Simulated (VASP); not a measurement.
A run of VASP 6.6.1:

Contents of INCAR:

```
PREC = Accurate
ENCUT = 520
EDIFF = 1E-7
ISMEAR = 0
SIGMA = 0.02
LREAL = False
LASPH = True
NELM = 60
ALGO = Normal
ISIF = 2
LWAVE = False
LCHARG = False
GGA = PE
IVDW = 12
NBANDS = 50
```

File KPOINTS:

```
Automatic mesh
0
Gamma
  4 8 8
```

File POSCAR:

```
SnSe
1.0
   11.1505170623      0.0000000000      0.0000000000
    0.0000000000      4.0944174567      0.0000000000
    0.0000000000      0.0000000000      4.1834507099
Sn Se
4 4
Direct
    0.1160390864      0.2500000000      0.0548925790
    0.3839609136      0.7500000000      0.5548925790
    0.6160390864      0.2500000000      0.4451074210
    0.8839609136      0.7500000000      0.9451074210
    0.3597560244      0.2500000000      0.0158508837
    0.1402439756      0.7500000000      0.5158508837
    0.8597560244      0.2500000000      0.4841491163
    0.6402439756      0.7500000000      0.9841491163
```

Potentials or basis: VASP PAW PBE potentials, release 64 (Sn_d, Se).

Launch:

```sh
$ cat potpaw_PBE.64/Sn_d/POTCAR potpaw_PBE.64/Se/POTCAR > POTCAR
$ mpirun -np 1 vasp_std > vasp.out
```

Hardware: 1 thread of Intel(R) Xeon(R) 6975P-C (Granite Rapids) (shared host).

Task: How long does it take, and how much memory?

Result: Run time: 5.4 min on 1 thread of Intel(R) Xeon(R) 6975P-C (Granite Rapids), with other jobs on the host, peak memory 0.64 GiB. Counts: scf iterations 14, k points 75.
